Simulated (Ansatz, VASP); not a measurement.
**RbBr: VASP beside Ansatz**

```
Rb Br
1.0
     0.00000    3.42700    3.42700
     3.42700    0.00000    3.42700
     3.42700    3.42700    0.00000
Rb Br
1 1
Direct
  0.00000 0.00000 0.00000
  0.50000 0.50000 0.50000
```

Alike in both runs: task relaxation of cell and atoms; functional revPBE; dispersion D3(BJ); k mesh 4 × 4 × 4; no spin polarisation.

```csv
,VASP,Ansatz
version,VASP 6.6.1,Ansatz 0.2.0
potentials or method,"VASP PAW PBE potentials, release 64 (Rb_sv, Br)","plane waves, PAW"
plane-wave cutoff (eV),500,420
occupations,"gaussian, width 0.01 eV",fixed
valence electrons in the cell,16,16
```

```tsv
	VASP	Ansatz	Ansatz less VASP
relaxed volume (Å³/atom)	42.16	42.02	-0.144
relaxed cell length with the largest relative difference (Å)	4.922	4.916	-0.0056
```

VASP's potentials were made for PBE, not for revPBE. Ansatz's warnings: stress scf threshold loose.
